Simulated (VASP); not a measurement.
Input of a VASP 6.6.1 run:

INCAR

```
  ALGO = Normal
  EDIFF = 1E-7
  ENCUT = 520
  GGA = PS
  ISIF = 2
  ISMEAR = -1
  ISPIN = 2
  ISYM = 0
  LASPH = True
  LCHARG = False
  LORBIT = 11
  LREAL = Auto
  LWAVE = False
  MAGMOM = 0 0 0 0 0 0 0 0.167 0 0 0 0 0 0 0 0.167 0 0 0 0 0 0 0 0.167 0 0 0 0 0 0 0 0.167 0.167 0 0 0 0 0 0 0 0.167 0 0 0 0 0 0 0 0 0 0 0 0 0 0 0 0 0 0 0 0 0 0 0 0
  NBANDS = 172
  NELECT = 257.0
  NELM = 150
  PREC = Accurate
  SIGMA = 0.05
```

File KPOINTS:

```
Automatic mesh
0
Gamma
  1 1 1
  0.25 0.25 0.25
```

The input POSCAR:

```
B33N32
1.0
    7.2115910000      0.0000000000      0.0000000000
    0.0000000000      7.2115910000      0.0000000000
    0.0000000000      0.0000000000      7.2115910000
B N
33 32
Direct
    0.9968900000      0.0005120000      0.0003830000
    0.0016260000      0.0010670000      0.4943780000
    0.0016370000      0.4944810000      0.0009540000
    0.9972440000      0.4988620000      0.4987340000
    0.4942120000      0.0017220000      0.0015940000
    0.4956820000      0.0003390000      0.4991120000
    0.4956840000      0.4992240000      0.0002200000
    0.4946120000      0.4941080000      0.4940040000
    0.2471000000      0.2489690000      0.9996110000
    0.2470140000      0.2488810000      0.4979430000
    0.2493050000      0.7487030000      0.0016690000
    0.2504610000      0.7494080000      0.4969430000
    0.7471810000      0.2470900000      0.0014630000
    0.7465050000      0.2457030000      0.4968560000
    0.7420090000      0.7541570000      0.0075020000
    0.7453920000      0.7497360000      0.4710580000
    0.2471000000      0.9997390000      0.2488630000
    0.2492890000      0.0017670000      0.7485740000
    0.2470250000      0.4980670000      0.2487620000
    0.2504450000      0.4970560000      0.7492940000
    0.7472020000      0.0015860000      0.2469460000
    0.7419740000      0.0076390000      0.7540230000
    0.7465200000      0.4970110000      0.2455870000
    0.7453750000      0.4711750000      0.7495650000
    0.9978080000      0.2490120000      0.2488990000
    0.9989980000      0.2458140000      0.7493810000
    0.9990090000      0.7495190000      0.2456930000
    0.0257140000      0.7505010000      0.7504470000
    0.4961950000      0.2488850000      0.2487500000
    0.4943370000      0.2469350000      0.7485040000
    0.4943630000      0.7486330000      0.2468200000
    0.4884620000      0.7542060000      0.7540990000
    0.8001050000      0.6970590000      0.6969230000
    0.1221910000      0.1245970000      0.1244860000
    0.1224930000      0.1230200000      0.6240480000
    0.1225180000      0.6241860000      0.1229070000
    0.1285260000      0.6233570000      0.6232520000
    0.6219360000      0.1251990000      0.1250640000
    0.6210000000      0.1247400000      0.6241630000
    0.6210300000      0.6242830000      0.1246040000
    0.6178670000      0.6284200000      0.6282930000
    0.3720930000      0.3744050000      0.1243990000
    0.3736220000      0.3740400000      0.6239890000
    0.3715180000      0.8747590000      0.1250830000
    0.3720000000      0.8756710000      0.6241290000
    0.8726170000      0.3741590000      0.1228580000
    0.8733280000      0.3684640000      0.6232610000
    0.8724410000      0.8757020000      0.1245900000
    0.8680320000      0.8789330000      0.6283270000
    0.3720810000      0.1245350000      0.3742890000
    0.3714990000      0.1251960000      0.8746290000
    0.3736360000      0.6241080000      0.3739190000
    0.3719980000      0.6242510000      0.8755600000
    0.8726150000      0.1229790000      0.3740370000
    0.8724280000      0.1247270000      0.8755500000
    0.8733350000      0.6234240000      0.3683230000
    0.8680860000      0.6284750000      0.8788140000
    0.1220100000      0.3746910000      0.3745610000
    0.1226660000      0.3740770000      0.8729950000
    0.1226750000      0.8731180000      0.3739730000
    0.1263240000      0.8764180000      0.8762970000
    0.6234820000      0.3739630000      0.3738290000
    0.6203660000      0.3705240000      0.8761040000
    0.6203720000      0.8762440000      0.3703940000
    0.6190840000      0.8775270000      0.8774020000
```

Potentials or basis: VASP PAW PBE potentials, release 64 (B, N).

Launch:

```console
$ cat potpaw_PBE.64/B/POTCAR potpaw_PBE.64/N/POTCAR > POTCAR
$ mpirun -np 1 vasp_std > vasp.out
```

(1) What does it give for the largest force?

(2) What does it give for the site moments?

(3) Predict the net moment.

## Answers

(1) 0.129 eV/Å.

(2) B +0.00, +0.01, +0.02, +0.38 (each value once); N -0.00, +0.00, +0.02, +0.01 (each value once) μB.

(3) 1.00 μB per cell.

Caveat: the cell carries a net charge on a neutralising background, which shifts energy and pressure; the PAW data sets were made with another functional, which shifts forces and pressure a little.
